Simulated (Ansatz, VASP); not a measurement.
One calculation of NaGeF3, two programs

Contents of INCAR:

```
PREC = Accurate
ENCUT = 600
EDIFF = 1E-6
ISMEAR = -1
SIGMA = 0.001
LREAL = False
LASPH = True
NELM = 120
ALGO = Normal
ISIF = 2
LWAVE = False
LCHARG = True
GGA = PE
LELF = True
LVHAR = True
NBANDS = 29
GGA_COMPAT = False
```

The input KPOINTS:

```
Automatic mesh
0
Gamma
  4 4 4
```

POSCAR

```
NaGeF3
1.0
    4.3476430689      0.0000000000      0.0000000000
    0.0000000000      4.3476430689      0.0000000000
    0.0000000000      0.0000000000      4.3476430689
Na Ge F
1 1 3
Direct
    0.0000000000      0.0000000000      0.0000000000
    0.5000000000      0.5000000000      0.5000000000
    0.5000000000      0.5000000000      0.0000000000
    0.5000000000      0.0000000000      0.5000000000
    0.0000000000      0.5000000000      0.5000000000
```

Input for Ansatz:

```yaml
crystal:
  lattice:
    - [4.3476430689, 0.0, 0.0]
    - [0.0, 4.3476430689, 0.0]
    - [0.0, 0.0, 4.3476430689]
  atoms:
    - { symbol: Na, position: [0.0, 0.0, 0.0] }
    - { symbol: Ge, position: [0.5, 0.5, 0.5] }
    - { symbol: F, position: [0.5, 0.5, 0.0] }
    - { symbol: F, position: [0.5, 0.0, 0.5] }
    - { symbol: F, position: [0.0, 0.5, 0.5] }
kpoints:
  mp_grid: { grid: [4, 4, 4] }
hamiltonian:
  xc: pbe
scf:
  occupations: { method: fermi_dirac, width: 0.001 }
  n_extra_bands: 5
output:
  forces: true
  stress: true
  eigenvalues: true
```

Alike in both runs: task single point; functional PBE; k mesh 4 × 4 × 4; occupations fermi-dirac, width 0.001 eV; no spin polarisation.

|  | VASP | Ansatz |
| --- | --- | --- |
| version | VASP 6.6.1 | Ansatz 0.2.0 |
| potentials or method | VASP PAW PBE potentials, release 64 (Na_pv, Ge_d, F) | plane waves |
| plane-wave cutoff (eV) | 600 | 420 |
| valence electrons in the cell | 42 | 44 |

Ansatz gave:

* gap on the k mesh at the Fermi level (eV): 1.30
* pressure (GPa): 2.2

Q: What did VASP give for the same quantities?

A: gap on the k mesh at the Fermi level (eV): 1.30; pressure (GPa): 2.0.

The functional is the same, so the differences come from potentials, cutoffs and numerics. VASP's potentials hold 42 valence electrons a cell and Ansatz's 44, so a difference there can come from the potentials and not from the codes.
